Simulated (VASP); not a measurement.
# TiAl3 (pbe) (Pm-3m) in VASP: a series of runs, part 2 of 2

VASP 6.6.1.

### Step 4. Relaxation of cell and atoms, PBE

The input, INCAR:

```
PREC     = Accurate       # precision mode
ENCUT    = 600            # plane-wave cutoff, eV
EDIFF    = 1E-6           # SCF threshold, eV
ISMEAR   = 0              # smearing method
SIGMA    = 0.1            # smearing width, eV
LREAL    = F              # projectors in reciprocal space
LASPH    = T              # aspherical terms in the spheres
NELM     = 60             # most SCF steps
ALGO     = Normal         # electronic algorithm
ISIF     = 3              # what is computed and relaxed
LWAVE    = F              # write WAVECAR
LCHARG   = F              # write CHGCAR
GGA      = PE             # functional
IBRION   = 2              # ionic algorithm
NSW      = 100            # ionic steps
EDIFFG   = -0.002         # ionic threshold
```

The input, KPOINTS:

```
Automatic mesh
0
Gamma
  10 10 10
```

The input, POSCAR:

```
TiAl3
1.0
    3.9556712500      0.0000000000      0.0000000000
    0.0000000000      3.9556712500      0.0000000000
    0.0000000000      0.0000000000      3.9556712500
Ti Al
1 3
Direct
    0.0000000000      0.0000000000      0.0000000000
    0.5000000000      0.5000000000      0.0000000000
    0.5000000000      0.0000000000      0.5000000000
    0.0000000000      0.5000000000      0.5000000000
```

Potentials or basis: VASP PAW PBE potentials, release 64 (Ti_sv, Al).

Launch:

```console
$ cat potpaw_PBE.64/Ti_sv/POTCAR potpaw_PBE.64/Al/POTCAR > POTCAR
$ mpirun -np 1 vasp_std > vasp.out
```

OUTCAR:

```text
PREC = Accurate
   ENCUT = 600
   EDIFF = 1E-6
   ISMEAR = 0
   LREAL = F
   LASPH = T
   NELM = 60
   ISIF = 3
   GGA = PE
   IBRION = 2
   NSW = 100
   EDIFFG = -0.002

 ion  position               nearest neighbor table
   1  0.000  0.000  0.000-   2 2.80   3 2.80   4 2.80   3 2.80   4 2.80   2 2.80   4 2.80   4 2.80
                             2 2.80   3 2.80   3 2.80   2 2.80
   2  0.500  0.500  0.000-   1 2.80   3 2.80   4 2.80   3 2.80   4 2.80   1 2.80   3 2.80   3 2.80
                             1 2.80   4 2.80   4 2.80   1 2.80
   3  0.500  0.000  0.500-   1 2.80   2 2.80   4 2.80   1 2.80   2 2.80   2 2.80   4 2.80   2 2.80
                             1 2.80   4 2.80   1 2.80   4 2.80
   4  0.000  0.500  0.500-   1 2.80   2 2.80   3 2.80   1 2.80   2 2.80   1 2.80   3 2.80   1 2.80
                             2 2.80   3 2.80   2 2.80   3 2.80

  LATTYP: Found a simple cubic cell.
 ALAT       =     3.9556712500

  Lattice vectors:

 A1 = (   3.9556712500,   0.0000000000,   0.0000000000)
 A2 = (   0.0000000000,   3.9556712500,   0.0000000000)
[... 316 lines left out ...]
      2     -24.3637      2.00000
      3     -24.3637      2.00000
      4     -24.3637      2.00000
      5      -1.7985      2.00000
      6       5.8702      2.00000
      7       5.8702      2.00000
      8       6.7666      2.00000
      9       6.7666      2.00000
     10       6.7666      2.00000
     11       9.0838      0.07370
     12       9.0838      0.07370
     13       9.0838      0.07370
     14       9.6664      0.00000
[... 377 lines left out ...]
      1     -48.0624      2.00000
      2     -24.3754      2.00000
      3     -24.3644      2.00000
      4     -24.3643      2.00000
      5      -0.7691      2.00000
      6       2.8939      2.00000
      7       5.5728      2.00000
      8       6.1283      2.00000
      9       7.1379      2.00000
     10       8.4195      2.00000
     11       8.8373      1.91025
     12       9.4569      0.00000
     13       9.7826      0.00000
     14      11.2722      0.00000

 [... further k-points ...]
[... 5 lines left out ...]
  --------------------------------------------------------------------------------------
  -------------------------------------------------------------------------------------
  Total       -0.0020008     -0.0020008     -0.0020008      0.0000000      0.0000000     -0.0000000
  in kB       -0.0508753     -0.0508753     -0.0508753      0.0000000      0.0000000     -0.0000000
  external PRESSURE =      -0.0508753 kB  Pullay stress =       0.0000000 kB
[... 19 lines left out ...]
  FREE ENERGIE OF THE ION-ELECTRON SYSTEM (eV)
  ---------------------------------------------------
  free  energy   TOTEN  =       -20.5554506326 eV

  energy  without entropy=      -20.5445107919  energy(sigma->0) =      -20.54998071

 reached required accuracy - stopping structural energy minimisation
```

OSZICAR:

```text
N       E                     dE             d eps       ncg     rms          rms(c)
DAV:   1     0.134000983344E+03    0.13400E+03   -0.10245E+04  1568   0.155E+03
DAV:   2    -0.110499954224E+02   -0.14505E+03   -0.14341E+03  1580   0.372E+02
[... 33 lines left out ...]
   3 F= -.20555451E+02 E0= -.20549978E+02  d E =-.681253E-02
       N       E                     dE             d eps       ncg     rms          rms(c)
DAV:   1    -0.205554877948E+02   -0.36954E-04   -0.68070E-04  1960   0.342E-01    0.541E-02
DAV:   2    -0.205554858983E+02    0.18965E-05   -0.91108E-04  2166   0.255E-01    0.373E-02
DAV:   3    -0.205554505438E+02    0.35354E-04   -0.26655E-04  2054   0.123E-01    0.611E-03
DAV:   4    -0.205554506326E+02   -0.88804E-07   -0.61903E-06  2030   0.221E-02
   4 F= -.20555451E+02 E0= -.20549981E+02  d E =-.681208E-02
```

It took 1.9 min on 1 thread of AMD EPYC 7R43 (Zen 3), shared host; peak memory 0.19 GiB.

What came out:

| Property | Result |
| --- | --- |
| Free energy | -20.5555 eV |
| Relaxed volume | 15.75 Å³/atom |
| Relaxed cell | a = 3.979 Å, b = 3.979 Å, c = 3.979 Å, α = 90.00°, β = 90.00°, γ = 90.00° |
| Space group after relaxing (to 0.05 Å) | Pm-3m (No. 221) |
| Energy gained by relaxing | 1.7 meV/atom |
| Ionic steps | 4 |
| Pressure after relaxing | 0.0 GPa |

Step by step:
```tsv
step	energy change (eV)	largest force (eV/Å)	pressure (GPa)	volume (Å³)
1	0.0000	0.0000	1.90	61.90
2	-0.0053	0.0000	-0.88	63.56
3	-0.0068	0.0000	-0.03	63.03
4	-0.0068	0.0000	-0.01	63.01
```

Final structure:
```yaml
crystal:
  lattice:
    - [3.97923, 0.00000, 0.00000]
    - [0.00000, 3.97923, 0.00000]
    - [0.00000, 0.00000, 3.97923]
  atoms:
    - { symbol: Ti, position: [0.00000, 0.00000, 0.00000] }
    - { symbol: Al, position: [0.50000, 0.50000, 0.00000] }
    - { symbol: Al, position: [0.50000, 0.00000, 0.50000] }
    - { symbol: Al, position: [0.00000, 0.50000, 0.50000] }
```

### Step 5. Single point, PBE

This run uses another cell than the first one, of 15.76 Å³/atom, 1.018 times its volume.

The input, INCAR:

```
SYSTEM = TiAl3
PREC = Accurate ; ENCUT = 520
EDIFF = 1E-6 ; ISMEAR = 0
SIGMA = 0.1 ; LREAL = .FALSE.
LASPH = .TRUE. ; NELM = 100
ALGO = Fast ; ISIF = 2
LWAVE = .FALSE. ; LCHARG = .TRUE.
GGA = PE ; LELF = .TRUE.
LVHAR = .TRUE. ; NBANDS = 18
```

The input, KPOINTS:

```
Automatic mesh
0
G
  10 10 10
  0 0 0
```

The input, POSCAR:

```
TiAl3
1.0
    3.9795455060      0.0000000000      0.0000000000
    0.0000000000      3.9795455060      0.0000000000
    0.0000000000      0.0000000000      3.9795455060
Ti Al
1 3
Direct
    0.0000000000      0.0000000000      0.0000000000
    0.5000000000      0.5000000000      0.0000000000
    0.5000000000      0.0000000000      0.5000000000
    0.0000000000      0.5000000000      0.5000000000
```

Potentials or basis: VASP PAW PBE potentials, release 64 (Ti_sv, Al).

Launch:

```console
$ cat potpaw_PBE.64/Ti_sv/POTCAR potpaw_PBE.64/Al/POTCAR > POTCAR
$ mpirun -np 1 vasp_std > vasp.out
```

OUTCAR:

```text
SYSTEM = TiAl3
   PREC = Accurate
   ENCUT = 520
   EDIFF = 1E-6
   ISMEAR = 0
   LREAL = .FALSE.
   LASPH = .TRUE.
   NELM = 100
   ISIF = 2
   GGA = PE

 ion  position               nearest neighbor table
   1  0.000  0.000  0.000-   2 2.81   3 2.81   4 2.81   3 2.81   4 2.81   2 2.81   4 2.81   4 2.81
                             2 2.81   3 2.81   3 2.81   2 2.81
   2  0.500  0.500  0.000-   1 2.81   3 2.81   4 2.81   3 2.81   4 2.81   1 2.81   3 2.81   3 2.81
                             1 2.81   4 2.81   4 2.81   1 2.81
   3  0.500  0.000  0.500-   1 2.81   2 2.81   4 2.81   1 2.81   2 2.81   2 2.81   4 2.81   2 2.81
                             1 2.81   4 2.81   1 2.81   4 2.81
   4  0.000  0.500  0.500-   1 2.81   2 2.81   3 2.81   1 2.81   2 2.81   1 2.81   3 2.81   1 2.81
                             2 2.81   3 2.81   2 2.81   3 2.81

  LATTYP: Found a simple cubic cell.
 ALAT       =     3.9795455060

  Lattice vectors:

 A1 = (   3.9795455060,   0.0000000000,   0.0000000000)
 A2 = (   0.0000000000,   3.9795455060,   0.0000000000)
 A3 = (   0.0000000000,   0.0000000000,   3.9795455060)

Analysis of symmetry for initial positions (statically):
=====================================================================
 Subroutine PRICEL returns:
 Original cell was already a primitive cell.

[... 174 lines left out ...]

 E-fermi :   8.9545     XC(G=0): -10.7576

 val. band max:        8.9411470567   @ k =   0.4000   0.4000   0.1000
 cond. band min:       8.9795572315   @ k =   0.2000   0.1000   0.0000
 fundamental gap:      0.0384101748
 Fermi energy:         8.9545328373

 k-point     1 :       0.0000    0.0000    0.0000
  band No.  band energies     occupation
      1     -48.0674      2.00000
      2     -24.3671      2.00000
      3     -24.3671      2.00000
      4     -24.3671      2.00000
      5      -1.7996      2.00000
      6       5.8682      2.00000
[... 481 lines left out ...]
      5      -0.7703      2.00000
      6       2.8921      2.00000
[... 10 lines left out ...]
     17      13.0833      0.00000
     18      14.4162      0.00000

 [... further k-points ...]
[... 5 lines left out ...]
  --------------------------------------------------------------------------------------
  -------------------------------------------------------------------------------------
  Total       -0.0306281     -0.0306281     -0.0306281     -0.0000000     -0.0000000     -0.0000000
  in kB       -0.7786294     -0.7786294     -0.7786294     -0.0000000     -0.0000000     -0.0000000
  external PRESSURE =      -0.7786294 kB  Pullay stress =       0.0000000 kB

 VOLUME and BASIS-vectors are now :
 -----------------------------------------------------------------------------
  energy-cutoff  :      520.00
  volume of cell :       63.02
      direct lattice vectors                 reciprocal lattice vectors
     3.979545506  0.000000000  0.000000000     0.251284977  0.000000000  0.000000000
     0.000000000  3.979545506  0.000000000     0.000000000  0.251284977  0.000000000
     0.000000000  0.000000000  3.979545506     0.000000000  0.000000000  0.251284977

 POSITION                                       TOTAL-FORCE (eV/Angst)
 -----------------------------------------------------------------------------------
      0.00000      0.00000      0.00000         0.000000      0.000000      0.000000
      1.98977      1.98977      0.00000         0.000000      0.000000      0.000000
      1.98977      0.00000      1.98977         0.000000      0.000000      0.000000
      0.00000      1.98977      1.98977         0.000000      0.000000      0.000000
 -----------------------------------------------------------------------------------
    total drift:                               -0.000000     -0.000000      0.000000

  FREE ENERGIE OF THE ION-ELECTRON SYSTEM (eV)
  ---------------------------------------------------
  free  energy   TOTEN  =       -20.5551554856 eV

  energy  without entropy=      -20.5442090828  energy(sigma->0) =      -20.54968228
```

OSZICAR:

```text
N       E                     dE             d eps       ncg     rms          rms(c)
DAV:   1     0.123356348521E+03    0.12336E+03   -0.93387E+03  2016   0.109E+03
DAV:   2    -0.139001331232E+02   -0.13726E+03   -0.13367E+03  2084   0.286E+02
DAV:   3    -0.223634783218E+02   -0.84633E+01   -0.83244E+01  3108   0.660E+01
[... 19 lines left out ...]
RMM:  23    -0.205551496374E+02   -0.35771E-05   -0.39489E-05  1875   0.160E-02    0.179E-02
RMM:  24    -0.205551520692E+02   -0.24318E-05   -0.27600E-05  1796   0.132E-02    0.181E-02
RMM:  25    -0.205551536384E+02   -0.15692E-05   -0.18386E-05  1804   0.116E-02    0.180E-02
RMM:  26    -0.205551547480E+02   -0.11096E-05   -0.13300E-05  1662   0.103E-02    0.186E-02
RMM:  27    -0.205551554856E+02   -0.73755E-06   -0.93584E-06  1796   0.959E-03
   1 F= -.20555155E+02 E0= -.20549682E+02  d E =-.109464E-01
```

It used 190 s of CPU time on 1 thread of AMD EPYC 7R13 Processor (Zen 3) (shared host).

What came out:

- Free energy: -20.5552 eV
- Pressure: -0.1 GPa

### Step 6. Overview

```tsv
task	cell	k mesh	cutoff (eV)	gap on the mesh (eV)	pressure (GPa)
single point	a = 3.956 Å, 4 atoms	4 × 4 × 4	520	none	2.1
single point	a = 3.980 Å, 4 atoms	10 × 10 × 10	520	none	-0.1
relaxation of cell and atoms	relaxed from a = 3.956 Å, 4 atoms	10 × 10 × 10	600	none	0.0
```

Alike in all rows: level PBE; potentials or basis VASP PAW PBE potentials, release 64 (Ti_sv, Al); no spin polarisation; smearing gaussian 0.1 eV.

Caveats: some runs use coarse meshes.

Total energies depend on the potentials used, so only differences within one code and one set of settings carry meaning.
